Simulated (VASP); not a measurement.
In:

```
In
1.0
    -2.95351    2.95351    1.62443
     2.95351   -2.95351    1.62443
     2.95351    2.95351   -1.62443
In
2
Direct
  0.62500 0.87500 0.75000
  0.37500 0.12500 0.25000
```

```yaml
Program: VASP 6.6.1
Task: relaxation of cell and atoms
Functional: PBE
Potentials_or_basis: VASP PAW PBE potentials, release 64 (In_d)
Cutoff: 600 eV
k_mesh: 13 × 13 × 13
Occupations: fermi-dirac, width 0.05 eV
Spin: no spin polarisation
```

At the start: pressure 0.6 GPa; volume 28.34 Å³/atom.

Q: Where does the relaxation end?

A: Over 6 steps the energy falls by 3.5 meV/atom and the volume is 28.77 Å³/atom (+1.5 %); space group I4_1/amd (No. 141, to 0.1 Å) before and after.

Step by step:
```tsv
step	energy change (eV)	largest force (eV/Å)	pressure (GPa)	volume (Å³)
1	0.0000	0.0000	0.59	56.68
2	-0.0048	0.0000	0.06	57.53
3	-0.0056	0.0000	-0.30	58.16
4	-0.0057	0.0000	-0.27	58.10
5	-0.0067	0.0000	-0.13	57.81
6	-0.0070	0.0000	0.00	57.54
```

Final structure:
```
In
1.0
    -3.00206    3.00206    1.59624
     3.00206   -3.00206    1.59624
     3.00206    3.00206   -1.59624
In
2
Direct
  0.62500 0.87500 0.75000
  0.37500 0.12500 0.25000
```
